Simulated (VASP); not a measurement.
Wanted: the native input for a VASP 6.6.1 run.

| Property | Result |
| --- | --- |
| Task | single point |
| Functional | PBE |
| Potentials or basis | VASP PAW PBE potentials, release 64 (Nb_sv, P) |
| Cutoff | 520 eV |
| k mesh | 8 × 8 × 8 |
| Occupations | fermi-dirac, width 0.02 eV |
| Spin | no spin polarisation |
| Dipole correction | no |
| Further INCAR settings | ALGO = Normal; EDIFF = 1e-07; NBANDS = 26 |

The structure of NbP lies in POSCAR:

```
NbP
1.0
   -1.6556883529      1.6556883529      5.6647205690
    1.6556883529     -1.6556883529      5.6647205690
    1.6556883529      1.6556883529     -5.6647205690
Nb P
2 2
Direct
    0.7499687201      0.7499687201      0.0000000000
    0.4999687201      0.9999687201      0.5000000000
    0.3326598549      0.3326598549      0.0000000000
    0.0826598549      0.5826598549      0.5000000000
```

This cell differs from its parent crystal: volume changed by -3%.

One way to write it, as run:

INCAR

```
SYSTEM = NbP
PREC = Accurate
ENCUT = 520
EDIFF = 1E-7
ISMEAR = -1
SIGMA = 0.02
LREAL = .False.
LASPH = .True.
NELM = 100
ALGO = Normal
ISIF = 2
LWAVE = .False.
LCHARG = .True.
GGA = PE
LELF = .True.
LVHAR = .True.
NBANDS = 26
```

KPOINTS

```
Automatic mesh
0
Gamma
  8 8 8
  0 0 0
```

Potentials or basis: VASP PAW PBE potentials, release 64 (Nb_sv, P).

Launch:

```bash
$ cat potpaw_PBE.64/Nb_sv/POTCAR potpaw_PBE.64/P/POTCAR > POTCAR
$ mpirun -np 1 vasp_std > vasp.out
```

It gave:

```json
{
 "Pressure": "5.8 GPa",
 "Largest force": "0.021 eV/Å",
 "Band gap on the k mesh": "zero (band 18 reaches 11.03 eV, above the bottom of band 19 at 11.02 eV)"
}
```

It took 5.3 min on 1 thread of Intel(R) Xeon(R) Platinum 8375C CPU @ 2.90GHz (Ice Lake), with other jobs on the host, peak memory 0.36 GiB.
